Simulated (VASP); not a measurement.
# Sn3Te (Pm-3m) in VASP: a series of runs, part 2 of 2

VASP 6.6.1.

## Step 4: Relaxation of cell and atoms, PBE

INCAR

```
PREC = Accurate ; ENCUT = 600
EDIFF = 1E-7 ; ISMEAR = 0
SIGMA = 0.1 ; LREAL = False
LASPH = True ; NELM = 80
ALGO = Fast ; ISIF = 3
LWAVE = False ; LCHARG = False
GGA = PE ; IBRION = 2
NSW = 100 ; EDIFFG = -0.01
```

KPOINTS

```
regular mesh
0
Gamma
  10 10 10
```

POSCAR

```
Sn3Te
1.0
    4.8656220400      0.0000000000      0.0000000000
    0.0000000000      4.8656220400      0.0000000000
    0.0000000000      0.0000000000      4.8656220400
Sn Te
3 1
Direct
    0.5000000000      0.5000000000      0.0000000000
    0.5000000000      0.0000000000      0.5000000000
    0.0000000000      0.5000000000      0.5000000000
    0.0000000000      0.0000000000      0.0000000000
```

Potentials or basis: VASP PAW PBE potentials, release 64 (Sn_d, Te).

On the command line:

```bash
> cat potpaw_PBE.64/Sn_d/POTCAR potpaw_PBE.64/Te/POTCAR > POTCAR
> mpirun -np 1 vasp_std > vasp.out
```

OUTCAR:

```text
PREC = Accurate
   ENCUT = 600
   EDIFF = 1E-7
   ISMEAR = 0
   LREAL = False
   LASPH = True
   NELM = 80
   ISIF = 3
   GGA = PE
   IBRION = 2
   NSW = 100
   EDIFFG = -0.01

 ion  position               nearest neighbor table
   1  0.500  0.500  0.000-   2 3.44   3 3.44   4 3.44   2 3.44   3 3.44   2 3.44   4 3.44   2 3.44
                             3 3.44   4 3.44   3 3.44   4 3.44
   2  0.500  0.000  0.500-   1 3.44   3 3.44   4 3.44   1 3.44   4 3.44   1 3.44   3 3.44   1 3.44
                             3 3.44   4 3.44   4 3.44   3 3.44
   3  0.000  0.500  0.500-   1 3.44   2 3.44   4 3.44   1 3.44   4 3.44   2 3.44   4 3.44   4 3.44
                             1 3.44   2 3.44   1 3.44   2 3.44
   4  0.000  0.000  0.000-   1 3.44   2 3.44   3 3.44   2 3.44   3 3.44   1 3.44   3 3.44   3 3.44
                             1 3.44   2 3.44   2 3.44   1 3.44

  LATTYP: Found a simple cubic cell.
 ALAT       =     4.8656220400

  Lattice vectors:

 A1 = (   4.8656220400,   0.0000000000,   0.0000000000)
 A2 = (   0.0000000000,   4.8656220400,   0.0000000000)
 A3 = (   0.0000000000,   0.0000000000,   4.8656220400)

Analysis of symmetry for initial positions (statically):
=====================================================================
 Subroutine PRICEL returns:
 Original cell was already a primitive cell.

 Routine SETGRP: Setting up the symmetry group for a
 simple cubic supercell.

 Subroutine GETGRP returns: Found 48 space group operations
 (whereof 48 operations were pure point group operations)
 out of a pool of 48 trial point group operations.

The static configuration has the point symmetry O_h .

Analysis of symmetry for dynamics (positions and initial velocities):
=====================================================================
 Subroutine PRICEL returns:
 Original cell was already a primitive cell.

 Routine SETGRP: Setting up the symmetry group for a
 simple cubic supercell.

 Subroutine GETGRP returns: Found 48 space group operations
[... 184 lines left out ...]
      0.00000      0.00000      0.00000         0.000000      0.000000      0.000000
 -----------------------------------------------------------------------------------
    total drift:                               -0.000000     -0.000000     -0.000000

  FREE ENERGIE OF THE ION-ELECTRON SYSTEM (eV)
  ---------------------------------------------------
  free  energy   TOTEN  =       -14.3518806092 eV

  energy  without entropy=      -14.3375845682  energy(sigma->0) =      -14.34473259

--------------------------------------- Ionic step        2  -------------------------------------------

 number of electron      47.9999987 magnetization

 Free energy of the ion-electron system (eV)
  ---------------------------------------------------
  ext. energy  EPLUGINS =         0.00000000
  ---------------------------------------------------
  free energy    TOTEN  =       -14.35244124 eV

  energy without entropy =      -14.33837581  energy(sigma->0) =      -14.34540853

 E-fermi :   7.6301     XC(G=0): -10.0348

 val. band max:        7.6164870494   @ k =   0.3000   0.2000   0.2000
 cond. band min:       7.6344015556   @ k =   0.3000   0.3000   0.3000
 fundamental gap:      0.0179145061
 Fermi energy:         7.6300504265

 k-point     1 :       0.0000    0.0000    0.0000
  band No.  band energies     occupation
      1     -14.1058      2.00000
      2     -14.1058      2.00000
      3     -14.1058      2.00000
      4     -14.0906      2.00000
      5     -14.0906      2.00000
      6     -14.0636      2.00000
[... 733 lines left out ...]
     27       8.6748      0.00000
     28       9.6290      0.00000

 [... further k-points ...]

------------------------ aborting loop because EDIFF is reached ----------------------------------------

  FORCE on cell =-STRESS in cart. coord.  units (eV):
  Direction    XX          YY          ZZ          XY          YZ          ZX
  --------------------------------------------------------------------------------------
  -------------------------------------------------------------------------------------
  Total       -0.0218243     -0.0218243     -0.0218243     -0.0000000      0.0000000     -0.0000000
  in kB       -0.3014737     -0.3014737     -0.3014737     -0.0000000      0.0000000     -0.0000000
  external PRESSURE =      -0.3014737 kB  Pullay stress =       0.0000000 kB

 VOLUME and BASIS-vectors are now :
 -----------------------------------------------------------------------------
  energy-cutoff  :      600.00
  volume of cell :      115.98
      direct lattice vectors                 reciprocal lattice vectors
     4.876785192 -0.000000000  0.000000000     0.205053116  0.000000000  0.000000000
    -0.000000000  4.876785192  0.000000000     0.000000000  0.205053116  0.000000000
    -0.000000000 -0.000000000  4.876785192    -0.000000000 -0.000000000  0.205053116

 POSITION                                       TOTAL-FORCE (eV/Angst)
 -----------------------------------------------------------------------------------
      2.43839      2.43839      0.00000        -0.000000     -0.000000      0.000000
      2.43839     -0.00000      2.43839         0.000000      0.000000     -0.000000
     -0.00000      2.43839      2.43839         0.000000      0.000000     -0.000000
      0.00000      0.00000      0.00000        -0.000000     -0.000000     -0.000000
 -----------------------------------------------------------------------------------
    total drift:                               -0.000000     -0.000000     -0.000000

  FREE ENERGIE OF THE ION-ELECTRON SYSTEM (eV)
  ---------------------------------------------------
  free  energy   TOTEN  =       -14.3524412435 eV

  energy  without entropy=      -14.3383758105  energy(sigma->0) =      -14.34540853

 reached required accuracy - stopping structural energy minimisation
```

OSZICAR:

```text
N       E                     dE             d eps       ncg     rms          rms(c)
DAV:   1     0.452616450652E+03    0.45262E+03   -0.25818E+04  3160   0.260E+03
DAV:   2     0.440597734198E+02   -0.40856E+03   -0.40135E+03  3144   0.595E+02
DAV:   3    -0.111578801284E+02   -0.55218E+02   -0.52801E+02  3580   0.192E+02
[... 18 lines left out ...]
RMM:   6    -0.143524402918E+02    0.25079E-04   -0.57970E-05  3994   0.717E-02    0.122E-02
RMM:   7    -0.143524412778E+02   -0.98600E-06   -0.12891E-05  4463   0.287E-02    0.751E-03
RMM:   8    -0.143524424692E+02   -0.11914E-05   -0.12756E-06  3526   0.133E-02    0.270E-03
RMM:   9    -0.143524412554E+02    0.12138E-05   -0.60076E-07  2584   0.588E-03    0.128E-03
RMM:  10    -0.143524412435E+02    0.11929E-07   -0.13246E-07  1845   0.368E-03
   2 F= -.14352441E+02 E0= -.14345409E+02  d E =-.560634E-03
```

It took 2.3 min on 1 thread of Intel Xeon 6975P-C (Granite Rapids), shared host; peak memory 0.37 GiB.

Results:

```
Free energy                           : -14.3524 eV
Relaxed volume                        : 29.00 Å³/atom
Relaxed cell                          : a = 4.877 Å, b = 4.877 Å, c = 4.877 Å, α = 90.00°, β = 90.00°, γ = 90.00°
Space group after relaxing (to 0.1 Å) : Pm-3m (No. 221)
Energy gained by relaxing             : 0.1 meV/atom
Ionic steps                           : 2
Pressure after relaxing               : 0.0 GPa
Band gap on the k mesh                : zero (bands 24 and 25 overlap by 3.29 eV)
```

Step by step:
| step | energy change (eV) | largest force (eV/Å) | pressure (GPa) | volume (Å³) |
| --- | --- | --- | --- | --- |
| 1 | 0.0000 | 0.0000 | 0.26 | 115.19 |
| 2 | -0.0006 | 0.0000 | -0.03 | 115.98 |

Final structure:
```yaml
crystal:
  lattice:
    - [4.87679, 0.00000, 0.00000]
    - [0.00000, 4.87679, 0.00000]
    - [0.00000, 0.00000, 4.87679]
  atoms:
    - { symbol: Sn, position: [0.50000, 0.50000, 0.00000] }
    - { symbol: Sn, position: [0.50000, 0.00000, 0.50000] }
    - { symbol: Sn, position: [0.00000, 0.50000, 0.50000] }
    - { symbol: Te, position: [0.00000, 0.00000, 0.00000] }
```

Caveat: spin-orbit coupling is left out, which moves the levels of the heavy elements.

## Step 5: Summary

| task | cell | k mesh | cutoff (eV) | gap on the mesh (eV) | pressure (GPa) |
| --- | --- | --- | --- | --- | --- |
| single point | a = 4.866 Å, 4 atoms | 4 × 4 × 4 | 520 | none | -0.1 |
| single point | a = 4.878 Å, 4 atoms | 10 × 10 × 10 | 520 | none | -0.1 |
| relaxation of cell and atoms | relaxed from a = 4.866 Å, 4 atoms | 10 × 10 × 10 | 600 | none | 0.0 |

Alike in all rows: level PBE; potentials or basis VASP PAW PBE potentials, release 64 (Sn_d, Te); no spin polarisation; smearing gaussian 0.1 eV.

Caveats: spin-orbit coupling is left out, which moves the levels of the heavy elements.

Total energies depend on the potentials used, so only differences within one code and one set of settings carry meaning.
